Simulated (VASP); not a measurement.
# InP (I-4m2) in VASP: notebook

The runs below take InP through single point, with PBE, r2SCAN.

Everything below comes from runs of VASP 6.6.1. Logs are shortened: lines on timing, memory, paths and dates and some standing lists are left out, and cuts for length are marked.

## (1) The cell of the first run

Symmetry: I-4m2, No. 119, tetragonal system. The conventional cell has a = 4.177 Å, b = 4.177 Å, c = 5.612 Å, α = 90.00°, β = 90.00°, γ = 90.00°. Within 3.3 Å of In (site symmetry -4m2) lie 4 P at 2.52 Å. P (site symmetry -4m2) has 4 In at 2.52 Å within 3.3 Å.

## (2) Single point, PBE (uniaxial x strain -5.0%)

INCAR

```
SYSTEM = InP
PREC     = Accurate       ! precision mode
ENCUT    = 520            ! plane-wave cutoff, eV
EDIFF    = 1E-7           ! SCF threshold, eV
ISMEAR   = 0              ! smearing method
SIGMA    = 0.01           ! smearing width, eV
LREAL    = .False.        ! projectors in reciprocal space
LASPH    = .True.         ! aspherical terms in the spheres
NELM     = 100            ! most SCF steps
ALGO     = Normal         ! electronic algorithm
ISIF     = 2              ! what is computed and relaxed
LWAVE    = .False.        ! write WAVECAR
LCHARG   = .True.         ! write CHGCAR
GGA      = PE             ! functional
LELF     = .True.         ! ELF
LVHAR    = .True.       
NBANDS   = 16             ! bands
```

KPOINTS

```
Automatic mesh
0
Gamma
  4 4 4
  0 0 0
```

POSCAR

```
InP
1.0
    0.0000000000      2.9537876506      2.9537876506
    2.8060982681      0.0000000000      2.9537876506
    2.8060982681      2.9537876506      0.0000000000
In P
1 1
Direct
    0.0000000000      0.0000000000      0.0000000000
    0.2500000000      0.2500000000      0.2500000000
```

Potentials or basis: VASP PAW PBE potentials, release 64 (In_d, P).

Command:

```
cat potpaw_PBE.64/In_d/POTCAR potpaw_PBE.64/P/POTCAR > POTCAR
mpirun -np 1 vasp_std > vasp.out
```

OUTCAR:

```text
SYSTEM = InP
   PREC = Accurate
   ENCUT = 520
   EDIFF = 1E-7
   ISMEAR = 0
   LREAL = .False.
   LASPH = .True.
   NELM = 100
   ISIF = 2
   GGA = PE

 ion  position               nearest neighbor table
   1  0.000  0.000  0.000-   2 2.52   2 2.52   2 2.52   2 2.52
   2  0.250  0.250  0.250-   1 2.52   1 2.52   1 2.52   1 2.52

  LATTYP: Found a body centered tetragonal cell.
 ALAT       =     4.1772865558
 C/A-ratio  =     1.3435028843

  Lattice vectors:

 A1 = (  -2.8060982681,   0.0000000000,  -2.9537876506)
 A2 = (  -2.8060982681,   0.0000000000,   2.9537876506)
 A3 = (   2.8060982681,   2.9537876506,   0.0000000000)

Analysis of symmetry for initial positions (statically):
=====================================================================
 Subroutine PRICEL returns:
 Original cell was already a primitive cell.

 Routine SETGRP: Setting up the symmetry group for a
 body centered tetragonal supercell.

 Subroutine GETGRP returns: Found  8 space group operations
 (whereof  8 operations were pure point group operations)
 out of a pool of 16 trial point group operations.

The static configuration has the point symmetry D_2d.

Analysis of symmetry for dynamics (positions and initial velocities):
=====================================================================
 Subroutine PRICEL returns:
 Original cell was already a primitive cell.

 Routine SETGRP: Setting up the symmetry group for a
 body centered tetragonal supercell.

 Subroutine GETGRP returns: Found  8 space group operations
 (whereof  8 operations were pure point group operations)
 out of a pool of 16 trial point group operations.

The dynamic configuration has the point symmetry D_2d.

 Subroutine INISYM returns: Found  8 space group operations
 (whereof  8 operations are pure point group operations),
 and found     1 'primitive' translations

----------------------------------------------------------------------------------------

                                     Primitive cell

  volume of cell :      48.9656

  direct lattice vectors                    reciprocal lattice vectors
     0.000000000  2.953787651  2.953787651    -0.178183354  0.169274186  0.169274186
     2.806098268  0.000000000  2.953787651     0.178183354 -0.169274186  0.169274186
     2.806098268  2.953787651  0.000000000     0.178183354  0.169274186 -0.169274186

  length of vectors
     4.177286556  4.074193046  4.074193046     0.298423872  0.298423872  0.298423872

  position of ions in fractional coordinates (direct lattice)
     0.000000000  0.000000000  0.000000000
     0.250000000  0.250000000  0.250000000

  ion indices of the primitive-cell ions
   primitive index   ion index
                 1           1
                 2           2

----------------------------------------------------------------------------------------

 KPOINTS: Automatic mesh

Automatic generation of k-mesh.
 Grid dimensions read from file:
 generate k-points for:    4    4    4

 Generating k-lattice:

  Cartesian coordinates                     Fractional coordinates (reciprocal lattice)
    -0.044545838  0.042318546  0.042318546     0.250000000  0.000000000  0.000000000
     0.044545838 -0.042318546  0.042318546     0.000000000  0.250000000  0.000000000
     0.044545838  0.042318546 -0.042318546     0.000000000  0.000000000  0.250000000

  Length of vectors
     0.074605968  0.074605968  0.074605968

  Shift w.r.t. Gamma in fractional coordinates (k-lattice)
     0.000000000  0.000000000  0.000000000

 Subroutine IBZKPT returns following result:
 ===========================================

 Found     13 irreducible k-points:

 Following reciprocal coordinates:
            Coordinates               Weight
  0.000000  0.000000  0.000000      1.000000
  0.250000  0.000000  0.000000      8.000000
  0.500000  0.000000  0.000000      4.000000
  0.250000  0.250000  0.000000      4.000000
  0.500000  0.250000 -0.000000     16.000000
 -0.250000  0.250000  0.000000      8.000000
  0.500000  0.500000  0.000000      2.000000
  0.000000  0.250000  0.250000      2.000000
  0.500000  0.250000  0.250000      4.000000
 -0.250000  0.250000  0.250000      8.000000
 -0.250000  0.500000  0.250000      4.000000
  0.500000 -0.250000  0.250000      2.000000
  0.000000  0.500000  0.500000      1.000000
   k-points           NKPTS =     13   k-points in BZ     NKDIM =     13   number of bands    NBANDS=     16
   number of dos      NEDOS =    301   number of ions     NIONS =      2
   total plane-waves  NPLWV =  28800
   dimension x,y,z NGX =    32 NGY =   30 NGZ =   30
   dimension x,y,z NGXF=    64 NGYF=   60 NGZF=   60
   ions per type =               1   1
   NGX,Y,Z   is equivalent  to a cutoff of  12.74, 12.24, 12.24 a.u.
   NGXF,Y,Z  is equivalent  to a cutoff of  25.47, 24.48, 24.48 a.u.
 SYSTEM =  InP
   PREC   = accura    normal or accurate (medium, high low for compatibility)
   ISTART =      0    job   : 0-new  1-cont  2-samecut
   ICHARG =      2    charge: 1-file 2-atom 10-const
   ISPIN  =      1    spin polarized calculation?
   LNONCOLLINEAR =      F non collinear calculations
   LSORBIT =      F    spin-orbit coupling
   LASPH  =      T    aspherical Exc in radial PAW
   ENCUT  =  520.0 eV  38.22 Ry    6.18 a.u.   7.77  7.58  7.58*2*pi/ulx,y,z
   NELM   =    100;   NELMIN=  2; NELMDL= -5     # of ELM steps
   EDIFF  = 0.1E-06   stopping-criterion for ELM
   LREAL  =      F    real-space projection
   EDIFFG = 0.1E-05   stopping-criterion for IOM
   NSW    =      0    number of steps for IOM
   IBRION =     -1    ionic relax: 0-MD 1-quasi-New 2-CG
   NFREE  =      0    steps in history (QN), initial steepest desc. (CG)
   ISIF   =      2    stress and relaxation
   ISYM   =      2    0-nonsym 1-usesym 2-fastsym
   POTIM  = 0.5000    time-step for ionic-motion
   TEBEG  =    0.0;   TEEND  =   0.0 temperature during run
   PSTRESS=    0.0 pullay stress
   NELECT =      18.0000    total number of electrons
   NUPDOWN=      -1.0000    fix difference up-down
   EMIN   =  10.00;   EMAX   =-10.00  energy-range for DOS
   EFERMI =   0.00;   METHOD = LEGACY
   ISMEAR =     0;   SIGMA  =   0.01  broadening in eV -4-tet -1-fermi 0-gaus
   EFERMI_NEDOS =   21; number of points for ismear=-14 and -15
   IALGO  =     38    algorithm
   IMIX   =      4    mixing-type and parameters
     AMIX     =   0.40;   BMIX     =  1.00
     AMIX_MAG =   1.60;   BMIX_MAG =  1.00
  volume/ion in A,a.u.               =      24.48       165.22
  Fermi-wavevector in a.u.,A,eV,Ry     =   1.172740  2.216158 18.712363  1.375320
  Thomas-Fermi vector in A             =   2.309164
   LORBIT       =      0    0 simple, 1 ext, 2 COOP (PROOUT), +10 PAW based schemes
   GGA     = PE    functional components
   LHFCALC =     F    Hartree Fock is set to
   AEXX    =    0.0000 exact exchange contribution
   IVDW    =     0    specifies the selected vdW correction
   LEPSILON=     F    determine dielectric tensor
   LRPA    =     F    only Hartree local field effects (RPA)
 non-spin polarized calculation
 Gauss-broadening in eV      SIGMA  =   0.01
  energy-cutoff  :      520.00
  volume of cell :       48.97
 maximum number of plane-waves:      1339
   NGX = 15   NGY = 15   NGZ = 15

 number of electron      17.9999999 magnetization

 Free energy of the ion-electron system (eV)
  ---------------------------------------------------
  ext. energy  EPLUGINS =         0.00000000
  ---------------------------------------------------
  free energy    TOTEN  =        -8.22309597 eV

  energy without entropy =       -8.22309597  energy(sigma->0) =       -8.22309597

 E-fermi :   5.7562     XC(G=0):  -9.3888

 val. band max:        5.6898401376   @ k =   0.0000   0.0000   0.0000
 cond. band min:       6.3775298827   @ k =   0.0000   0.0000   0.0000
 fundamental gap:      0.6876897451
 Fermi energy:         5.7562379560

 k-point     1 :       0.0000    0.0000    0.0000
  band No.  band energies     occupation
      1      -8.7597      2.00000
      2      -8.7597      2.00000
      3      -8.7370      2.00000
      4      -8.5933      2.00000
      5      -8.5869      2.00000
      6      -6.1689      2.00000
[... 8 lines left out ...]
     15      14.6154      0.00000
     16      15.3460      0.00000

 k-point     2 :       0.2500    0.0000    0.0000
  band No.  band energies     occupation
      1      -8.8205      2.00000
      2      -8.7340      2.00000
      3      -8.7197      2.00000
      4      -8.5934      2.00000
      5      -8.5802      2.00000
      6      -5.4609      2.00000
[... 8 lines left out ...]
     15      14.1057      0.00000
     16      14.8954      0.00000

 k-point     3 :       0.5000    0.0000    0.0000
  band No.  band energies     occupation
      1      -8.8816      2.00000
      2      -8.7176      2.00000
      3      -8.7032      2.00000
      4      -8.5852      2.00000
      5      -8.5634      2.00000
      6      -4.3482      2.00000
[... 8 lines left out ...]
     15      16.0399      0.00000
     16      16.4174      0.00000

 k-point     4 :       0.2500    0.2500    0.0000
  band No.  band energies     occupation
      1      -8.8655      2.00000
      2      -8.6997      2.00000
      3      -8.6887      2.00000
      4      -8.6122      2.00000
      5      -8.5732      2.00000
      6      -5.2572      2.00000
[... 8 lines left out ...]
     15      15.5632      0.00000
     16      17.8461      0.00000
[... 115 lines left out ...]
 k-point    11 :      -0.2500    0.5000    0.2500
  band No.  band energies     occupation
      1      -8.9159      2.00000
      2      -8.6887      2.00000
      3      -8.6484      2.00000
      4      -8.6178      2.00000
      5      -8.5662      2.00000
      6      -3.5494      2.00000
[... 8 lines left out ...]
     15      17.1171      0.00000
     16      17.8187      0.00000

 k-point    12 :       0.5000   -0.2500    0.2500
  band No.  band energies     occupation
      1      -8.9133      2.00000
      2      -8.6846      2.00000
      3      -8.6508      2.00000
      4      -8.6014      2.00000
      5      -8.5829      2.00000
      6      -3.6164      2.00000
[... 8 lines left out ...]
     15      16.4984      0.00000
     16      17.2465      0.00000

 k-point    13 :       0.0000    0.5000    0.5000
  band No.  band energies     occupation
      1      -8.9538      2.00000
      2      -8.6596      2.00000
      3      -8.6397      2.00000
      4      -8.6397      2.00000
      5      -8.5403      2.00000
      6      -3.5342      2.00000
[... 8 lines left out ...]
     15      16.1736      0.00000
     16      17.3655      0.00000

------------------------ aborting loop because EDIFF is reached ----------------------------------------

  FORCE on cell =-STRESS in cart. coord.  units (eV):
  Direction    XX          YY          ZZ          XY          YZ          ZX
  --------------------------------------------------------------------------------------
  -------------------------------------------------------------------------------------
  Total        2.0741688      1.5335820      1.5335820      0.0000000      0.0000000      0.0000000
  in kB       67.8677213     50.1794809     50.1794809      0.0000000      0.0000000      0.0000000
  external PRESSURE =      56.0755610 kB  Pullay stress =       0.0000000 kB

 VOLUME and BASIS-vectors are now :
 -----------------------------------------------------------------------------
  energy-cutoff  :      520.00
  volume of cell :       48.97
      direct lattice vectors                 reciprocal lattice vectors
     0.000000000  2.953787651  2.953787651    -0.178183354  0.169274186  0.169274186
     2.806098268  0.000000000  2.953787651     0.178183354 -0.169274186  0.169274186
     2.806098268  2.953787651  0.000000000     0.178183354  0.169274186 -0.169274186

 POSITION                                       TOTAL-FORCE (eV/Angst)
 -----------------------------------------------------------------------------------
      0.00000      0.00000      0.00000         0.000000      0.000000      0.000000
      1.40305      1.47689      1.47689         0.000000     -0.000000     -0.000000
 -----------------------------------------------------------------------------------
    total drift:                                0.000009      0.000002      0.000002

  FREE ENERGIE OF THE ION-ELECTRON SYSTEM (eV)
  ---------------------------------------------------
  free  energy   TOTEN  =        -8.2230959689 eV

  energy  without entropy=       -8.2230959689  energy(sigma->0) =       -8.22309597
```

It took 11 s on 1 thread of Intel Xeon Platinum 8488C (Sapphire Rapids), shared host; peak memory 0.17 GiB.

What came out:

```yaml
Free_energy: -8.2231 eV
Pressure: 5.6 GPa
Band_gap_on_the_k_mesh: 0.69 eV, direct
```

Caveat: the k points lie up to 0.47 Å⁻¹ apart; the cell differs from its parent crystal (uniaxial x strain -5.0%); spin-orbit coupling is left out, which moves the levels of the heavy elements.

## (3) Single point, PBE (epitaxial xy strain +1.5%)

INCAR

```
ALGO = Normal
EDIFF = 1E-6
ENCUT = 520
GGA = PE
ISIF = 2
ISMEAR = 0
LASPH = T
LCHARG = T
LELF = T
LREAL = F
LVHAR = T
LWAVE = F
NBANDS = 16
NELM = 80
PREC = Accurate
SIGMA = 0.01
```

KPOINTS

```
k-points
0
Gamma
  4 4 4
```

POSCAR

```
InP
1.0
    0.0000000000      2.9980944654      2.9038910740
    2.9980944654      0.0000000000      2.9038910740
    2.9980944654      2.9980944654      0.0000000000
In P
1 1
Direct
    0.0000000000      0.0000000000      0.0000000000
    0.2500000000      0.2500000000      0.2500000000
```

Potentials or basis: VASP PAW PBE potentials, release 64 (In_d, P).

Command:

```
cat potpaw_PBE.64/In_d/POTCAR potpaw_PBE.64/P/POTCAR > POTCAR
mpirun -np 1 vasp_std > vasp.out
```

OUTCAR:

```text
EDIFF = 1E-6
   ENCUT = 520
   GGA = PE
   ISIF = 2
   ISMEAR = 0
   LASPH = T
   LREAL = F
   NELM = 80
   PREC = Accurate

 ion  position               nearest neighbor table
   1  0.000  0.000  0.000-   2 2.57   2 2.57   2 2.57   2 2.57
   2  0.250  0.250  0.250-   1 2.57   1 2.57   1 2.57   1 2.57

  LATTYP: Found a body centered tetragonal cell.
 ALAT       =     4.2399458542
 C/A-ratio  =     1.3697774329

  Lattice vectors:

[... 419 lines left out ...]

------------------------ aborting loop because EDIFF is reached ----------------------------------------

  FORCE on cell =-STRESS in cart. coord.  units (eV):
  Direction    XX          YY          ZZ          XY          YZ          ZX
  --------------------------------------------------------------------------------------
  -------------------------------------------------------------------------------------
  Total        0.1558590      0.1558590      0.5648433      0.0000000      0.0000000      0.0000000
  in kB        4.7834524      4.7834524     17.3355510      0.0000000      0.0000000      0.0000000
  external PRESSURE =       8.9674852 kB  Pullay stress =       0.0000000 kB

 VOLUME and BASIS-vectors are now :
 -----------------------------------------------------------------------------
  energy-cutoff  :      520.00
  volume of cell :       52.20
      direct lattice vectors                 reciprocal lattice vectors
     0.000000000  2.998094465  2.903891074    -0.166772597  0.166772597  0.172182767
     2.998094465  0.000000000  2.903891074     0.166772597 -0.166772597  0.172182767
     2.998094465  2.998094465  0.000000000     0.166772597  0.166772597 -0.172182767

 POSITION                                       TOTAL-FORCE (eV/Angst)
 -----------------------------------------------------------------------------------
      0.00000      0.00000      0.00000         0.000000      0.000000      0.000000
      1.49905      1.49905      1.45195         0.000000      0.000000     -0.000000
 -----------------------------------------------------------------------------------
    total drift:                               -0.000000     -0.000000     -0.000000

  FREE ENERGIE OF THE ION-ELECTRON SYSTEM (eV)
  ---------------------------------------------------
  free  energy   TOTEN  =        -8.2933305458 eV

  energy  without entropy=       -8.2933305458  energy(sigma->0) =       -8.29333055
```

stdout:

```text
POSCAR found type information on POSCAR InP
 POSCAR found :  2 types and       2 ions
 scaLAPACK will be used
 LDA part: xc-table for (Slater+PW92), standard interpolation
 POSCAR, INCAR and KPOINTS ok, starting setup
 FFT: planning ... GRIDC
 FFT: planning ... GRID_SOFT
 FFT: planning ... GRID
 WAVECAR not read
 entering main loop
```

It took 11 s on 1 thread of Intel Xeon Platinum 8488C (Sapphire Rapids), shared host; peak memory 0.17 GiB.

Results:

| Property | Result |
| --- | --- |
| Free energy | -8.2933 eV |
| Pressure | 0.9 GPa |
| Band gap on the k mesh | 0.40 eV, direct |

Levels at points of the mesh, in eV from the valence-band top:
| k point | band 7 | band 8 | band 9 | band 10 | band 11 | band 12 |
| --- | --- | --- | --- | --- | --- | --- |
| (0.00, 0.00, 0.00) | -0.14 | -0.14 | 0.00 | 0.40 | 3.94 | 3.99 |
| (0.50, 0.00, 0.00) | -5.65 | -1.11 | -0.92 | 1.28 | 4.58 | 4.80 |
| (0.50, 0.50, 0.00) | -5.58 | -2.42 | -2.42 | 1.60 | 1.97 | 9.09 |
| (0.50, 0.00, 0.50) | -5.77 | -2.25 | -2.24 | 1.76 | 2.25 | 8.79 |

Caveat: the k points lie up to 0.46 Å⁻¹ apart; the cell differs from its parent crystal (epitaxial xy strain +1.5%); spin-orbit coupling is left out, which moves the levels of the heavy elements.

## (4) Single point, PBE (epitaxial xy strain +1.5%)

INCAR

```
SYSTEM = InP
PREC     = Accurate       ! precision mode
ENCUT    = 520            ! plane-wave cutoff, eV
EDIFF    = 1E-6           ! SCF threshold, eV
ISMEAR   = -1             ! smearing method
SIGMA    = 0.02           ! smearing width, eV
LREAL    = .FALSE.        ! projectors in reciprocal space
LASPH    = .TRUE.         ! aspherical terms in the spheres
NELM     = 80             ! most SCF steps
ALGO     = Normal         ! electronic algorithm
ISIF     = 2              ! what is computed and relaxed
LWAVE    = .FALSE.        ! write WAVECAR
LCHARG   = .TRUE.         ! write CHGCAR
GGA      = PE             ! functional
LELF     = .TRUE.         ! ELF
LVHAR    = .TRUE.       
NBANDS   = 16             ! bands
```

KPOINTS

```
Automatic mesh
0
G
  8 8 8
  0 0 0
```

POSCAR is that of step 3.

Command:

```
cat potpaw_PBE.64/In_d/POTCAR potpaw_PBE.64/P/POTCAR > POTCAR
mpirun -np 1 vasp_std > vasp.out
```

Wall time 30 s (1 thread of Intel Xeon Platinum 8488C (Sapphire Rapids), shared host); peak memory 0.2 GiB.

Results (log left out):

```
Free energy            : -8.4001 eV
Pressure               : 0.7 GPa
Band gap on the k mesh : 0.42 eV, direct
```

Stress tensor (GPa, compression positive):
```
0.33 0.00 0.00
0.00 0.33 0.00
0.00 0.00 1.56
```

Levels at points of the mesh, in eV from the valence-band top:
| k point | band 6 | band 7 | band 8 | band 9 | band 10 | band 11 | band 12 | band 13 |
| --- | --- | --- | --- | --- | --- | --- | --- | --- |
| (0.00, 0.00, 0.00) | -11.36 | -0.14 | -0.14 | 0.00 | 0.42 | 3.97 | 4.02 | 4.02 |
| (0.50, 0.00, 0.00) | -9.76 | -5.63 | -1.11 | -0.91 | 1.31 | 4.61 | 4.84 | 6.94 |
| (0.50, 0.50, 0.00) | -9.08 | -5.56 | -2.40 | -2.40 | 1.63 | 1.99 | 9.09 | 9.24 |
| (0.50, 0.00, 0.50) | -9.18 | -5.75 | -2.24 | -2.22 | 1.79 | 2.27 | 8.79 | 9.14 |

Caveat: the cell differs from its parent crystal (epitaxial xy strain +1.5%); spin-orbit coupling is left out, which moves the levels of the heavy elements.

(Part 1 of 2 ends here.)
